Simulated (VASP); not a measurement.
Write the native input for VASP 6.6.1 that does the following.

```
Task                   : single point
Functional             : PBEsol
Potentials or basis    : VASP PAW PBE potentials, release 64 (Fe, Co)
Cutoff                 : 520 eV
k mesh                 : 16 × 16 × 16
Occupations            : gaussian, width 0.1 eV
Spin                   : collinear spin, ferromagnetic start
Starting moments       : [3.05, 2.01] μB
Dipole correction      : no
Further INCAR settings : ALGO = Normal; EDIFF = 1e-06; NBANDS = 20
```

The structure of FeCo lies in POSCAR:

```
FeCo
1.0
    2.8004162579      0.0000000000      0.0000000000
    0.0000000000      2.8004162579      0.0000000000
    0.0000000000      0.0000000000      2.8004162579
Fe Co
1 1
Direct
    0.5000000000      0.5000000000      0.5000000000
    0.0000000000      0.0000000000      0.0000000000
```

One way to write it, as run:

INCAR

```
SYSTEM = FeCo
PREC = Accurate ; ENCUT = 520
EDIFF = 1E-6 ; ISMEAR = 0
SIGMA = 0.1 ; LREAL = .False.
LASPH = .True. ; NELM = 150
ALGO = Normal ; ISIF = 2
LWAVE = .False. ; LCHARG = .False.
ISPIN = 2 ; MAGMOM = 3.05 2.01
LORBIT = 11 ; LMAXMIX = 4
GGA = PS ; NBANDS = 20
```

KPOINTS

```
Automatic mesh
0
Gamma
  16 16 16
  0 0 0
```

Potentials or basis: VASP PAW PBE potentials, release 64 (Fe, Co).

The run is started by

```console
$ cat potpaw_PBE.64/Fe/POTCAR potpaw_PBE.64/Co/POTCAR > POTCAR
$ mpirun -np 1 vasp_std > vasp.out
```

It gave:

| Quantity | Value |
| --- | --- |
| Pressure | -0.3 GPa |
| Net moment | 4.44 μB per cell |
| Site moments | Fe +2.70; Co +1.73 μB |
| Valence electrons inside the program's atomic spheres | Fe 7.26; Co 8.32 |

Caveat: the PAW data sets were made with another functional, which shifts forces and pressure a little.

Wall time 2.7 min on 1 thread of Intel Xeon 8259CL, on a shared host, peak memory 0.24 GiB.
